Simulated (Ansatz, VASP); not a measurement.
**One calculation of Mo, two programs**

File INCAR:

```
ALGO = Fast ; EDIFF = 1E-6
ENCUT = 520 ; GGA = PE
ISIF = 2 ; ISMEAR = 0
LASPH = T ; LCHARG = T
LELF = T ; LREAL = F
LVHAR = T ; LWAVE = F
NBANDS = 13 ; NELM = 100
PREC = Accurate ; SIGMA = 0.1
```

The input KPOINTS:

```
k-points
0
Gamma
  16 16 14
```

Contents of POSCAR:

```
Mo
1.0
    2.7951445239      0.0138690377     -0.1094204159
   -1.3855613229      2.3998728703      0.0000095016
   -0.1022072280     -0.0589991224      2.6078685260
Mo
1
Direct
    0.0000000000      0.0000000000      0.5000000000
```

Input for Ansatz:

```yaml
crystal:
  lattice:
    - [2.7951445239, 0.0138690377, -0.1094204159]
    - [-1.3855613229, 2.3998728703, 9.5016e-06]
    - [-0.102207228, -0.0589991224, 2.607868526]
  atoms:
    - { symbol: Mo, position: [0.0, 0.0, 0.5] }
basis:
  ecutwfc: 420
kpoints:
  mp_grid: { grid: [16, 16, 14] }
hamiltonian:
  xc: pbe
scf:
  occupations: { method: gaussian, width: 0.1 }
output:
  forces: true
  stress: true
  eigenvalues: true
  populations: true
```

Alike in both runs: task single point; functional PBE; k mesh 16 × 16 × 14; occupations gaussian, width 0.1 eV; no spin polarisation.

|  | VASP | Ansatz |
| --- | --- | --- |
| version | VASP 6.6.1 | Ansatz 0.2.0 |
| potentials or method | VASP PAW PBE potentials, release 64 (Mo_sv), cutoff 520 eV | scalar-relativistic, plane waves, PAW |
| valence electrons in the cell | 14 | 14 |

Ansatz gave:

| Item | Value |
| --- | --- |
| gap on the k mesh at the Fermi level (eV) | none |
| pressure (GPa) | -8.3 |
| traceless stress, the component that is largest in VASP (GPa) | -6.43 |

Problem. What did VASP give for the same quantities?

Solution. gap on the k mesh at the Fermi level (eV): none; pressure (GPa): -7.9; traceless stress, the component that is largest in VASP (GPa): -6.43.

A gap of «none» marks a metal or a gap that the smearing closes. Ansatz's warnings: near symmetry operations not taken.
